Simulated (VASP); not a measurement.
# NaI in VASP: a series of runs, part 2 of 2

VASP 6.6.1.

### Step 5. Single point, LDA

File INCAR:

```
SYSTEM = NaI
PREC = Accurate ; ENCUT = 500
EDIFF = 1E-6 ; ISMEAR = 0
SIGMA = 0.01 ; LREAL = .FALSE.
LASPH = .TRUE. ; NELM = 120
ALGO = Normal ; ISIF = 2
LWAVE = .FALSE. ; LCHARG = .FALSE.
GGA = CA ; NBANDS = 14
GGA_COMPAT = .FALSE.
```

File KPOINTS:

```
Automatic mesh
0
G
  3 3 3
  0 0 0
```

File POSCAR:

```
NaI
1.0
    0.0000000000      3.2364000000      3.2364000000
    3.2364000000      0.0000000000      3.2364000000
    3.2364000000      3.2364000000      0.0000000000
Na I
1 1
Direct
    0.0109118823      0.9969018823      0.9919881177
    0.5109400000      0.4948600000      0.4962900000
```

Potentials or basis: VASP PAW LDA potentials, release 64 (Na_pv, I).

Started as:

```console
$ cat potpaw_LDA.64/Na_pv/POTCAR potpaw_LDA.64/I/POTCAR > POTCAR
$ mpirun -np 1 vasp_std > vasp.out
```

OUTCAR:

```text
SYSTEM = NaI
   PREC = Accurate
   ENCUT = 500
   EDIFF = 1E-6
   ISMEAR = 0
   LREAL = .FALSE.
   LASPH = .TRUE.
   NELM = 120
   ISIF = 2
   GGA = CA

 ion  position               nearest neighbor table
   1  0.011  0.997  0.992-
   2  0.511  0.495  0.496-

  LATTYP: Found a face centered cubic cell.
 ALAT       =     6.4728000000

  Lattice vectors:

 A1 = (   0.0000000000,   3.2364000000,   3.2364000000)
 A2 = (   3.2364000000,   0.0000000000,   3.2364000000)
 A3 = (   3.2364000000,   3.2364000000,   0.0000000000)

Analysis of symmetry for initial positions (statically):
=====================================================================
 Subroutine PRICEL returns:
 Original cell was already a primitive cell.

 Routine SETGRP: Setting up the symmetry group for a
 face centered cubic supercell.

 Subroutine GETGRP returns: Found  1 space group operations
 (whereof  1 operations were pure point group operations)
 out of a pool of 48 trial point group operations.

The static configuration has the point symmetry C_1 .

Analysis of symmetry for dynamics (positions and initial velocities):
=====================================================================
 Subroutine PRICEL returns:
 Original cell was already a primitive cell.

 Routine SETGRP: Setting up the symmetry group for a
 face centered cubic supercell.

 Subroutine GETGRP returns: Found  1 space group operations
 (whereof  1 operations were pure point group operations)
 out of a pool of 48 trial point group operations.

The dynamic configuration has the point symmetry C_1 .

 Subroutine INISYM returns: Found  1 space group operations
 (whereof  1 operations are pure point group operations),
 and found     1 'primitive' translations

----------------------------------------------------------------------------------------

                                     Primitive cell

  volume of cell :      67.7980

  direct lattice vectors                    reciprocal lattice vectors
     0.000000000  3.236400000  3.236400000    -0.154492646  0.154492646  0.154492646
     3.236400000  0.000000000  3.236400000     0.154492646 -0.154492646  0.154492646
     3.236400000  3.236400000  0.000000000     0.154492646  0.154492646 -0.154492646

  length of vectors
     4.576960773  4.576960773  4.576960773     0.267589113  0.267589113  0.267589113

  position of ions in fractional coordinates (direct lattice)
     0.010911882  0.996901882  0.991988118
     0.510940000  0.494860000  0.496290000

  ion indices of the primitive-cell ions
   primitive index   ion index
                 1           1
                 2           2

----------------------------------------------------------------------------------------

 KPOINTS: Automatic mesh

Automatic generation of k-mesh.
 Grid dimensions read from file:
 generate k-points for:    3    3    3

 Generating k-lattice:

  Cartesian coordinates                     Fractional coordinates (reciprocal lattice)
[... 25 lines left out ...]
 -0.333333  0.333333  0.000000      2.000000
  0.000000 -0.333333  0.333333      2.000000
  0.333333  0.000000 -0.333333      2.000000
  0.333333  0.333333 -0.333333      2.000000
 -0.333333  0.333333 -0.333333      2.000000
  0.333333 -0.333333 -0.333333      2.000000
   k-points           NKPTS =     14   k-points in BZ     NKDIM =     14   number of bands    NBANDS=     14
   number of dos      NEDOS =    301   number of ions     NIONS =      2
   total plane-waves  NPLWV =  46656
   dimension x,y,z NGX =    36 NGY =   36 NGZ =   36
   dimension x,y,z NGXF=    72 NGYF=   72 NGZF=   72
   ions per type =               1   1
   NGX,Y,Z   is equivalent  to a cutoff of  13.08, 13.08, 13.08 a.u.
   NGXF,Y,Z  is equivalent  to a cutoff of  26.15, 26.15, 26.15 a.u.
 SYSTEM =  NaI
   PREC   = accura    normal or accurate (medium, high low for compatibility)
   ISTART =      0    job   : 0-new  1-cont  2-samecut
   ICHARG =      2    charge: 1-file 2-atom 10-const
   ISPIN  =      1    spin polarized calculation?
   LNONCOLLINEAR =      F non collinear calculations
   LSORBIT =      F    spin-orbit coupling
   LASPH  =      T    aspherical Exc in radial PAW
   ENCUT  =  500.0 eV  36.75 Ry    6.06 a.u.   8.34  8.34  8.34*2*pi/ulx,y,z
   NELM   =    120;   NELMIN=  2; NELMDL= -5     # of ELM steps
   EDIFF  = 0.1E-05   stopping-criterion for ELM
   LREAL  =      F    real-space projection
   EDIFFG = 0.1E-04   stopping-criterion for IOM
   NSW    =      0    number of steps for IOM
   IBRION =     -1    ionic relax: 0-MD 1-quasi-New 2-CG
   NFREE  =      0    steps in history (QN), initial steepest desc. (CG)
   ISIF   =      2    stress and relaxation
   ISYM   =      2    0-nonsym 1-usesym 2-fastsym
   POTIM  = 0.5000    time-step for ionic-motion
   TEBEG  =    0.0;   TEEND  =   0.0 temperature during run
   PSTRESS=    0.0 pullay stress
   NELECT =      14.0000    total number of electrons
   NUPDOWN=      -1.0000    fix difference up-down
   EMIN   =  10.00;   EMAX   =-10.00  energy-range for DOS
   EFERMI =   0.00;   METHOD = LEGACY
   ISMEAR =     0;   SIGMA  =   0.01  broadening in eV -4-tet -1-fermi 0-gaus
   EFERMI_NEDOS =   21; number of points for ismear=-14 and -15
   IALGO  =     38    algorithm
   IMIX   =      4    mixing-type and parameters
     AMIX     =   0.40;   BMIX     =  1.00
     AMIX_MAG =   1.60;   BMIX_MAG =  1.00
  volume/ion in A,a.u.               =      33.90       228.76
  Fermi-wavevector in a.u.,A,eV,Ry     =   0.967636  1.828567 12.739397  0.936319
  Thomas-Fermi vector in A             =   2.097538
   LORBIT       =      0    0 simple, 1 ext, 2 COOP (PROOUT), +10 PAW based schemes
   GGA     = CA    functional components
   LHFCALC =     F    Hartree Fock is set to
   AEXX    =    0.0000 exact exchange contribution
   IVDW    =     0    specifies the selected vdW correction
   LEPSILON=     F    determine dielectric tensor
   LRPA    =     F    only Hartree local field effects (RPA)
 non-spin polarized calculation
 Gauss-broadening in eV      SIGMA  =   0.01
  energy-cutoff  :      500.00
  volume of cell :       67.80
 maximum number of plane-waves:      1759
 NGX is ok and might be reduce to    36
   NGX = 17   NGY = 17   NGZ = 17

 number of electron      14.0000000 magnetization

 Free energy of the ion-electron system (eV)
  ---------------------------------------------------
  ext. energy  EPLUGINS =         0.00000000
  ---------------------------------------------------
  free energy    TOTEN  =        -5.93246616 eV

  energy without entropy =       -5.93246616  energy(sigma->0) =       -5.93246616

 E-fermi :   0.7303     XC(G=0):  -8.0912

 val. band max:        0.6508249532   @ k =   0.0000   0.0000   0.0000
 cond. band min:       3.9743169419   @ k =   0.0000   0.0000   0.0000
 fundamental gap:      3.3234919886
 Fermi energy:         0.7302583169

 k-point     1 :       0.0000    0.0000    0.0000
  band No.  band energies     occupation
      1     -21.7903      2.00000
      2     -21.7903      2.00000
      3     -21.7903      2.00000
      4     -10.4261      2.00000
      5       0.6507      2.00000
      6       0.6508      2.00000
      7       0.6508      2.00000
      8       3.9743      0.00000
      9       8.4261      0.00000
     10       8.4261      0.00000
     11       8.4262      0.00000
     12      10.2974      0.00000
     13      10.2975      0.00000
     14      10.8195      0.00000
[... 207 lines left out ...]
      1     -21.7938      2.00000
      2     -21.7933      2.00000
      3     -21.7912      2.00000
      4     -10.0428      2.00000
      5      -0.9742      2.00000
      6      -0.8454      2.00000
      7       0.1332      2.00000
      8       5.9820      0.00000
      9       7.5556      0.00000
     10       8.6236      0.00000
     11       9.1614      0.00000
     12      10.3467      0.00000
     13      11.3126      0.00000
     14      14.2323      0.00000

------------------------ aborting loop because EDIFF is reached ----------------------------------------

  FORCE on cell =-STRESS in cart. coord.  units (eV):
  Direction    XX          YY          ZZ          XY          YZ          ZX
  --------------------------------------------------------------------------------------
  -------------------------------------------------------------------------------------
  Total       -0.5360660     -0.5350621     -0.5360851     -0.0000705      0.0000109     -0.0000409
  in kB      -12.6681229    -12.6443990    -12.6685737     -0.0016661      0.0002565     -0.0009669
  external PRESSURE =     -12.6603652 kB  Pullay stress =       0.0000000 kB

 VOLUME and BASIS-vectors are now :
 -----------------------------------------------------------------------------
  energy-cutoff  :      500.00
  volume of cell :       67.80
      direct lattice vectors                 reciprocal lattice vectors
     0.000000000  3.236400000  3.236400000    -0.154492646  0.154492646  0.154492646
     3.236400000  0.000000000  3.236400000     0.154492646 -0.154492646  0.154492646
     3.236400000  3.236400000  0.000000000     0.154492646  0.154492646 -0.154492646

 POSITION                                       TOTAL-FORCE (eV/Angst)
 -----------------------------------------------------------------------------------
      6.43684      3.24579      3.26169         0.004934      0.009434     -0.004404
      3.20776      3.25980      3.25517        -0.004934     -0.009434      0.004404
 -----------------------------------------------------------------------------------
    total drift:                                0.000050      0.000044     -0.000057

  FREE ENERGIE OF THE ION-ELECTRON SYSTEM (eV)
  ---------------------------------------------------
  free  energy   TOTEN  =        -5.9324661604 eV

  energy  without entropy=       -5.9324661604  energy(sigma->0) =       -5.93246616
```

OSZICAR:

```text
N       E                     dE             d eps       ncg     rms          rms(c)
DAV:   1     0.787567178057E+02    0.78757E+02   -0.61330E+03   398   0.883E+02
DAV:   2     0.585799246367E+00   -0.78171E+02   -0.72298E+02   416   0.218E+02
DAV:   3    -0.585963670943E+01   -0.64454E+01   -0.64064E+01   494   0.583E+01
DAV:   4    -0.601659837922E+01   -0.15696E+00   -0.15693E+00   476   0.931E+00
DAV:   5    -0.602016912540E+01   -0.35707E-02   -0.35707E-02   528   0.130E+00    0.162E+00
DAV:   6    -0.594956423806E+01    0.70605E-01   -0.63423E-02   470   0.168E+00    0.105E+00
DAV:   7    -0.593296065150E+01    0.16604E-01   -0.48311E-02   494   0.122E+00    0.531E-01
DAV:   8    -0.593253228394E+01    0.42837E-03   -0.33318E-03   452   0.503E-01    0.127E-01
DAV:   9    -0.593246682319E+01    0.65461E-04   -0.16099E-04   470   0.125E-01    0.351E-02
DAV:  10    -0.593246639936E+01    0.42383E-06   -0.21902E-05   550   0.522E-02    0.656E-03
DAV:  11    -0.593246616040E+01    0.23896E-06   -0.14693E-06   426   0.146E-02
   1 F= -.59324662E+01 E0= -.59324662E+01  d E =-.224142E-30
```

Wall time 11 s (1 thread of Intel Xeon Platinum 8259CL at 2.50GHz (Skylake/Cascade Lake), shared host); peak memory 0.17 GiB.

What came out:

```
Free energy            : -5.9325 eV
Pressure               : -1.3 GPa
Largest force          : 0.012 eV/Å
Band gap on the k mesh : 3.32 eV
```

Forces in eV/Å, atoms in the order of the input:
```
Na   0.005  0.009 -0.004
I   -0.005 -0.009  0.004
```

Levels at points of the mesh, in eV from the valence-band top:
| k point | band 4 | band 5 | band 6 | band 7 | band 8 | band 9 | band 10 | band 11 |
| --- | --- | --- | --- | --- | --- | --- | --- | --- |
| (0.00, 0.00, 0.00) | -11.08 | 0.00 | 0.00 | 0.00 | 3.32 | 7.78 | 7.78 | 7.78 |

Caveat: the k points lie up to 0.56 Å⁻¹ apart; spin-orbit coupling is left out, which moves the levels of the heavy elements.

### Step 6. Single point, LDA

File INCAR:

```
  ALGO = Normal
  EDIFF = 1E-6
  ENCUT = 500
  GGA_COMPAT = False
  ISIF = 2
  ISMEAR = 0
  LASPH = True
  LCHARG = False
  LREAL = False
  LWAVE = False
  NBANDS = 14
  NELM = 120
  PREC = Accurate
  SIGMA = 0.01
```

File KPOINTS:

```
k-points
0
Gamma
  3 3 3
```

Changes to POSCAR since step 5:

```diff
@@ -8,3 +8,3 @@
 Direct
-    0.0109118823      0.9969018823      0.9919881177
+    0.0059681177      0.9919581177      0.9969318823
     0.5109400000      0.4948600000      0.4962900000
```

Potentials or basis: VASP PAW LDA potentials, release 64 (Na_pv, I).

Started as:

```console
$ cat potpaw_LDA.64/Na_pv/POTCAR potpaw_LDA.64/I/POTCAR > POTCAR
$ mpirun -np 1 vasp_std > vasp.out
```

It took 12 s on 1 thread of Intel Xeon Platinum 8259CL at 2.50GHz (Skylake/Cascade Lake), shared host; peak memory 0.17 GiB.

It converged, with:

* Free energy: -5.9323 eV
* Pressure: -1.3 GPa
* Largest force: 0.020 eV/Å
* Band gap on the k mesh: 3.32 eV

Forces on the atoms (eV/Å):
```
Na   0.005  0.009  0.017
I   -0.005 -0.009 -0.017
```

Levels at points of the mesh, in eV from the valence-band top:
```csv
k point,band 5,band 6,band 7,band 8,band 9,band 10
"(0.00, 0.00, 0.00)",0.00,0.00,0.00,3.32,7.78,7.78
```

Caveat: the k points lie up to 0.56 Å⁻¹ apart; spin-orbit coupling is left out, which moves the levels of the heavy elements.

### Step 7. Summary

| cell | gap on the mesh (eV) | pressure (GPa) | largest force (eV/Å) |
| --- | --- | --- | --- |
| as given, atomic positions A | 3.32 | -1.3 | 0.01 |
| as given, atomic positions B | 3.32 | -1.3 | 0.01 |
| as given, atomic positions C | 3.32 | -1.3 | 0.01 |
| as given, atomic positions D | 3.32 | -1.3 | 0.01 |
| as given, atomic positions E | 3.32 | -1.3 | 0.02 |

Alike in all rows: task single point; level LDA; potentials or basis VASP PAW LDA potentials, release 64 (Na_pv, I); no spin polarisation; k mesh 3 × 3 × 3; cutoff (eV) 500; smearing gaussian 0.01 eV.

Caveats: all runs use coarse meshes; spin-orbit coupling is left out, which moves the levels of the heavy elements.

Total energies depend on the potentials used, so only differences within one code and one set of settings carry meaning.
